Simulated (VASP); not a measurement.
Input of a VASP 6.6.1 run:

Contents of INCAR:

```
ALGO = Normal
EDIFF = 1E-7
EDIFFG = -0.01
ENCUT = 500
GGA = PE
GGA_COMPAT = F
IBRION = 2
ISIF = 3
ISMEAR = -1
LASPH = T
LCHARG = F
LREAL = F
LWAVE = F
NELM = 120
NELMIN = 4
NSW = 80
PREC = Accurate
PSTRESS = 100.0
SIGMA = 0.05
```

File KPOINTS:

```
k-points
0
Gamma
  9 9 9
```

Contents of POSCAR:

```
Nb
1.0
    0.0000000000      2.0950000000      2.0950000000
    2.0950000000      0.0000000000      2.0950000000
    2.0950000000      2.0950000000      0.0000000000
Nb
1
Direct
    0.0000000000      0.0000000000      0.0000000000
```

Potentials or basis: VASP PAW PBE potentials, release 64 (Nb_sv).

Run with:

```sh
$ cat potpaw_PBE.64/Nb_sv/POTCAR > POTCAR
$ mpirun -np 1 vasp_std > vasp.out
```

(1) Predict the relaxed volume.

(2) Estimate the band gap on the k mesh.

(3) Predict the space group after relaxing (to 0.1 Å).

(4) Predict the relaxed cell.

## Answers

(1) 17.84 Å³/atom.

(2) zero (an odd number of electrons rules out a gap without spin polarisation).

(3) Fm-3m (No. 225).

(4) a = 2.933 Å, b = 2.933 Å, c = 2.933 Å, α = 60.00°, β = 60.00°, γ = 60.00°.

Caveat: the cell is relaxed towards a set pressure, so the run minimises the enthalpy, not the energy.
